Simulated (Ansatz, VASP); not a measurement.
# Sb: VASP beside Ansatz

```
Sb
1.0
     3.33520    0.00000    0.00000
    -1.66760    2.88836    0.00000
     0.00000    0.00000    5.61702
Sb
2
Direct
  0.33333 0.66667 0.25000
  0.66667 0.33333 0.75000
```

Alike in both runs: functional r2SCAN; k mesh 6 × 6 × 4; occupations gaussian, width 0.1 eV; no spin polarisation.

Ansatz relaxed the structure, and its values are those at the end. VASP's run is a single point on that final structure, the one shown.

|  | VASP | Ansatz |
| --- | --- | --- |
| version | VASP 6.6.1 | Ansatz 0.2.0 |
| potentials or method | VASP PAW PBE potentials, release 64 (Sb), cutoff 520 eV | scalar-relativistic, plane waves, PAW |
| valence electrons in the cell | 10 | 30 |

|  | VASP | Ansatz | Ansatz less VASP |
| --- | --- | --- | --- |
| gap on the k mesh at the Fermi level (eV) | none | none | - |
| pressure (GPa) | -0.2 | -0.1 | +0.11 |

VASP's potentials were made for PBE, not for r2SCAN. A gap of «none» marks a metal or a gap that the smearing closes. VASP's potentials hold 10 valence electrons a cell and Ansatz's 30, so a difference there can come from the potentials and not from the codes.

The k mesh is coarse, so the values compare programs but aren't converged. Neither program's run includes spin-orbit coupling.
